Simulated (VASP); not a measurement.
# Re (P6_3/mmc) in VASP: further runs, part 2 of 2

VASP 6.6.1. Earlier steps stand in the parts before.

## 6. Single point, revPBE (16.88 Å³/atom)

This run uses another cell than the first one, of 16.88 Å³/atom.

Input file INCAR:

```
PREC = Accurate
ENCUT = 520
EDIFF = 1E-6
ISMEAR = -1
SIGMA = 0.1
LREAL = False
LASPH = True
NELM = 100
ALGO = Normal
ISIF = 2
LWAVE = False
LCHARG = True
GGA = RE
LELF = True
LVHAR = True
NBANDS = 14
```

Input file KPOINTS:

```
Automatic mesh
0
Gamma
  21 21 12
```

Input file POSCAR:

```
Re
1.0
    2.8909531393      0.0000000000      0.0000000000
   -1.4454765696      2.5036388598      0.0000000000
    0.0000000000      0.0000000000      4.6637572904
Re
2
Direct
    0.3333333333      0.6666666667      0.2500000000
    0.6666666667      0.3333333333      0.7500000000
```

Potentials or basis: VASP PAW PBE potentials, release 64 (Re).

Run with:

```sh
cat potpaw_PBE.64/Re/POTCAR > POTCAR
mpirun -np 1 vasp_std > vasp.out
```

OUTCAR:

```text
PREC = Accurate
   ENCUT = 520
   EDIFF = 1E-6
   ISMEAR = -1
   LREAL = False
   LASPH = True
   NELM = 100
   ISIF = 2
   GGA = RE

 ion  position               nearest neighbor table
   1  0.333  0.667  0.250-   2 2.87   2 2.87   2 2.87   2 2.87   2 2.87   2 2.87
   2  0.667  0.333  0.750-   1 2.87   1 2.87   1 2.87   1 2.87   1 2.87   1 2.87

  LATTYP: Found a hexagonal cell.
 ALAT       =     2.8909531393
 C/A-ratio  =     1.6132247967

  Lattice vectors:

 A1 = (   2.8909531393,   0.0000000000,   0.0000000000)
 A2 = (  -1.4454765696,   2.5036388598,   0.0000000000)
 A3 = (   0.0000000000,   0.0000000000,   4.6637572904)

Analysis of symmetry for initial positions (statically):
=====================================================================
 Subroutine PRICEL returns:
 Original cell was already a primitive cell.

 Routine SETGRP: Setting up the symmetry group for a
 hexagonal supercell.

 Subroutine GETGRP returns: Found 24 space group operations
 (whereof 12 operations were pure point group operations)
 out of a pool of 24 trial point group operations.

The static configuration has the point symmetry D_3d.
 The point group associated with its full space group is D_6h.

Analysis of symmetry for dynamics (positions and initial velocities):
=====================================================================
 Subroutine PRICEL returns:
 Original cell was already a primitive cell.

 Routine SETGRP: Setting up the symmetry group for a
 hexagonal supercell.

 Subroutine GETGRP returns: Found 24 space group operations
 (whereof 12 operations were pure point group operations)
 out of a pool of 24 trial point group operations.

The dynamic configuration has the point symmetry D_3d.
 The point group associated with its full space group is D_6h.

 Subroutine INISYM returns: Found 24 space group operations
 (whereof 12 operations are pure point group operations),
 and found     1 'primitive' translations

----------------------------------------------------------------------------------------

                                     Primitive cell

  volume of cell :      33.7558

  direct lattice vectors                    reciprocal lattice vectors
     2.890953139  0.000000000  0.000000000     0.345906679  0.199709314  0.000000000
    -1.445476570  2.503638860  0.000000000     0.000000000  0.399418629  0.000000000
     0.000000000  0.000000000  4.663757290     0.000000000  0.000000000  0.214419391

  length of vectors
     2.890953139  2.890953139  4.663757290     0.399418629  0.399418629  0.214419391

  position of ions in fractional coordinates (direct lattice)
     0.333333333  0.666666667  0.250000000
     0.666666667  0.333333333  0.750000000

  ion indices of the primitive-cell ions
   primitive index   ion index
                 1           1
                 2           2

----------------------------------------------------------------------------------------

 KPOINTS: Automatic mesh

Automatic generation of k-mesh.
 Grid dimensions read from file:
 generate k-points for:   21   21   12

 Generating k-lattice:

  Cartesian coordinates                     Fractional coordinates (reciprocal lattice)
     0.016471747  0.009509967  0.000000000     0.047619048  0.000000000  0.000000000
     0.000000000  0.019019935  0.000000000     0.000000000  0.047619048  0.000000000
[... 42 lines left out ...]
   total plane-waves  NPLWV =  20736
   dimension x,y,z NGX =    24 NGY =   24 NGZ =   36
   dimension x,y,z NGXF=    48 NGYF=   48 NGZF=   72
   ions per type =               2
   NGX,Y,Z   is equivalent  to a cutoff of  13.80, 13.80, 12.83 a.u.
   NGXF,Y,Z  is equivalent  to a cutoff of  27.60, 27.60, 25.67 a.u.
 SYSTEM =  unknown system
   PREC   = accura    normal or accurate (medium, high low for compatibility)
   ISTART =      0    job   : 0-new  1-cont  2-samecut
   ICHARG =      2    charge: 1-file 2-atom 10-const
   ISPIN  =      1    spin polarized calculation?
   LNONCOLLINEAR =      F non collinear calculations
   LSORBIT =      F    spin-orbit coupling
   LASPH  =      T    aspherical Exc in radial PAW
   ENCUT  =  520.0 eV  38.22 Ry    6.18 a.u.   5.38  5.38  8.67*2*pi/ulx,y,z
   NELM   =    100;   NELMIN=  2; NELMDL= -5     # of ELM steps
   EDIFF  = 0.1E-05   stopping-criterion for ELM
   LREAL  =      F    real-space projection
   EDIFFG = 0.1E-04   stopping-criterion for IOM
   NSW    =      0    number of steps for IOM
   IBRION =     -1    ionic relax: 0-MD 1-quasi-New 2-CG
   NFREE  =      0    steps in history (QN), initial steepest desc. (CG)
   ISIF   =      2    stress and relaxation
   ISYM   =      2    0-nonsym 1-usesym 2-fastsym
   POTIM  = 0.5000    time-step for ionic-motion
   TEBEG  =    0.0;   TEEND  =   0.0 temperature during run
   PSTRESS=    0.0 pullay stress
   NELECT =      14.0000    total number of electrons
   NUPDOWN=      -1.0000    fix difference up-down
   EMIN   =  10.00;   EMAX   =-10.00  energy-range for DOS
   EFERMI =   0.00;   METHOD = LEGACY
   ISMEAR =    -1;   SIGMA  =   0.10  broadening in eV -4-tet -1-fermi 0-gaus
   EFERMI_NEDOS =   21; number of points for ismear=-14 and -15
   IALGO  =     38    algorithm
   IMIX   =      4    mixing-type and parameters
     AMIX     =   0.40;   BMIX     =  1.00
     AMIX_MAG =   1.60;   BMIX_MAG =  1.00
  volume/ion in A,a.u.               =      16.88       113.90
  Fermi-wavevector in a.u.,A,eV,Ry     =   1.220866  2.307102 20.279667  1.490513
  Thomas-Fermi vector in A             =   2.356068
   LORBIT       =      0    0 simple, 1 ext, 2 COOP (PROOUT), +10 PAW based schemes
   GGA     = RE    functional components
   LHFCALC =     F    Hartree Fock is set to
   AEXX    =    0.0000 exact exchange contribution
   IVDW    =     0    specifies the selected vdW correction
   LEPSILON=     F    determine dielectric tensor
   LRPA    =     F    only Hartree local field effects (RPA)
 non-spin polarized calculation
  energy-cutoff  :      520.00
  volume of cell :       33.76
 maximum number of plane-waves:       941
 NGX is ok and might be reduce to    24
   NGX = 11   NGY = 11   NGZ = 17

 number of electron      14.0000001 magnetization

 Free energy of the ion-electron system (eV)
  ---------------------------------------------------
  ext. energy  EPLUGINS =         0.00000000
  ---------------------------------------------------
  free energy    TOTEN  =       -23.50276173 eV

  energy without entropy =      -23.43720778  energy(sigma->0) =      -23.46998475

 E-fermi :   6.3448     XC(G=0): -12.9599

 val. band max:        6.3424926808   @ k =   0.3810   0.0000   0.4167
 cond. band min:       6.3451334708   @ k =   0.0476  -0.0000   0.0000
 fundamental gap:      0.0026407900
 Fermi energy:         6.3448099879

 k-point     1 :       0.0000    0.0000    0.0000
  band No.  band energies     occupation
      1      -2.5779      2.00000
      2       0.6708      2.00000
      3       5.0810      1.99999
      4       5.0810      1.99999
      5       5.0813      1.99999
      6       5.7501      1.99479
      7       5.7501      1.99479
      8       6.5040      0.33811
      9       6.5040      0.33811
     10       6.7679      0.02866
     11       9.1055      0.00000
     12       9.1055      0.00000
     13      14.6473      0.00000
     14      20.2322      0.00000
[... 377 lines left out ...]
      1      -0.5958      2.00000
      2       2.1434      2.00000
      3       3.5766      2.00000
      4       3.5960      2.00000
      5       4.9057      2.00000
      6       5.1663      1.99998
      7       6.0659      1.88414
      8       6.5238      0.28611
      9       7.0449      0.00182
     10       7.6974      0.00000
     11       9.5293      0.00000
     12      13.7239      0.00000
     13      14.2377      0.00000
     14      19.8027      0.00000

 [... further k-points ...]

------------------------ aborting loop because EDIFF is reached ----------------------------------------

  FORCE on cell =-STRESS in cart. coord.  units (eV):
  Direction    XX          YY          ZZ          XY          YZ          ZX
  --------------------------------------------------------------------------------------
  -------------------------------------------------------------------------------------
  Total       -6.7108257     -6.7108257     -6.8255132     -0.0000000      0.0000000      0.0000000
  in kB     -318.5208502   -318.5208502   -323.9643445     -0.0000000      0.0000000      0.0000000
  external PRESSURE =    -320.3353483 kB  Pullay stress =       0.0000000 kB

 VOLUME and BASIS-vectors are now :
 -----------------------------------------------------------------------------
  energy-cutoff  :      520.00
  volume of cell :       33.76
      direct lattice vectors                 reciprocal lattice vectors
     2.890953139  0.000000000  0.000000000     0.345906679  0.199709314  0.000000000
    -1.445476570  2.503638860  0.000000000     0.000000000  0.399418629  0.000000000
     0.000000000  0.000000000  4.663757290     0.000000000  0.000000000  0.214419391

 POSITION                                       TOTAL-FORCE (eV/Angst)
 -----------------------------------------------------------------------------------
     -0.00000      1.66909      1.16594        -0.000000      0.000000      0.000000
      1.44548      0.83455      3.49782         0.000000     -0.000000      0.000000
 -----------------------------------------------------------------------------------
    total drift:                               -0.000000      0.000000     -0.000000

  FREE ENERGIE OF THE ION-ELECTRON SYSTEM (eV)
  ---------------------------------------------------
  free  energy   TOTEN  =       -23.5027617318 eV

  energy  without entropy=      -23.4372077752  energy(sigma->0) =      -23.46998475
```

OSZICAR:

```text
N       E                     dE             d eps       ncg     rms          rms(c)
DAV:   1     0.201046364143E+02    0.20105E+02   -0.66436E+03 18792   0.119E+03
DAV:   2    -0.239830093833E+02   -0.44088E+02   -0.38594E+02 15432   0.259E+02
DAV:   3    -0.251014024416E+02   -0.11184E+01   -0.10809E+01 14908   0.444E+01
DAV:   4    -0.251139125215E+02   -0.12510E-01   -0.12483E-01 14522   0.338E+00
DAV:   5    -0.251141956604E+02   -0.28314E-03   -0.28308E-03 14780   0.838E-01    0.305E+01
DAV:   6    -0.238524352084E+02    0.12618E+01   -0.12589E+00 16390   0.310E+01    0.979E+00
DAV:   7    -0.235185107730E+02    0.33392E+00   -0.60316E-01 16610   0.208E+01    0.128E+00
DAV:   8    -0.235034984080E+02    0.15012E-01   -0.12379E-02 18328   0.182E+00    0.369E-01
DAV:   9    -0.235027303183E+02    0.76809E-03   -0.67283E-04 18172   0.423E-01    0.354E-02
DAV:  10    -0.235027601357E+02   -0.29817E-04   -0.29573E-05 14272   0.363E-02    0.122E-02
DAV:  11    -0.235027624171E+02   -0.22814E-05   -0.37970E-07  8940   0.322E-02    0.155E-03
DAV:  12    -0.235027617318E+02    0.68525E-06   -0.24031E-07  7290   0.105E-02
   1 F= -.23502762E+02 E0= -.23469985E+02  d E =-.655540E-01
```

stdout:

```text
POSCAR found type information on POSCAR Re
 POSCAR found :  1 types and       2 ions
 scaLAPACK will be used
 -----------------------------------------------------------------------------
|                                                                             |
|                                                                             |
|     You enforced a specific xc type in the INCAR file but a different       |
|     I HOPE YOU KNOW WHAT YOU ARE DOING!                                     |
|                                                                             |
 -----------------------------------------------------------------------------

 LDA part: xc-table for (Slater+PW92), standard interpolation
 POSCAR, INCAR and KPOINTS ok, starting setup
 FFT: planning ... GRIDC
 FFT: planning ... GRID_SOFT
 FFT: planning ... GRID
 WAVECAR not read
 entering main loop
```

Run time: 52 s. Hardware: 1 thread of Intel Xeon 6975P-C (Granite Rapids), shared host; peak memory 0.26 GiB.

Results:

```yaml
Free_energy: -23.5028 eV
Pressure: -32.0 GPa
Band_gap_on_the_k_mesh: zero (bands 7 and 8 overlap by 2.59 eV)
```

Stress tensor (GPa, compression positive):
```
-31.85   0.00   0.00
  0.00 -31.85   0.00
  0.00   0.00 -32.40
```

Levels at points of the mesh, in eV from the Fermi level:
```
           k point  band 3  band 4  band 5  band 6  band 7  band 8  band 9  band 10  band 11  band 12
(0.00, 0.00, 0.00)   -1.26   -1.26   -1.26   -0.59   -0.59    0.16    0.16     0.42     2.76     2.76
(0.00, 0.00, 0.50)   -1.99   -1.99   -1.38   -1.38   -1.38   -1.38    2.06     2.06     2.06     2.06
```

Caveat: the cell stands under tension; the PAW data sets were made with another functional, which shifts forces and pressure a little; spin-orbit coupling is left out, which moves the levels of the heavy elements.

## 7. Overview

```csv
cell,gap on the mesh (eV),pressure (GPa)
"a = 2.784, b = 2.784, c = 4.491 Å, angles 90.0, 90.0, 120.0°, 2 atoms",none,-0.7
"a = 2.820, b = 2.820, c = 4.550 Å, angles 90.0, 90.0, 120.0°, 2 atoms",none,-13.6
"a = 2.856, b = 2.856, c = 4.608 Å, angles 90.0, 90.0, 120.0°, 2 atoms",none,-23.9
"a = 2.891, b = 2.891, c = 4.664 Å, angles 90.0, 90.0, 120.0°, 2 atoms",none,-32.0
```

Alike in all rows: task single point; level revPBE; potentials or basis VASP PAW PBE potentials, release 64 (Re); no spin polarisation; k mesh 21 × 21 × 12; cutoff (eV) 520; smearing fermi-dirac 0.1 eV.

Caveats: the PAW data sets were made with another functional, which shifts forces and pressure a little; spin-orbit coupling is left out, which moves the levels of the heavy elements; the cell stands under tension (at least some runs).

Absolute energies hang on the potentials; compare differences alone.
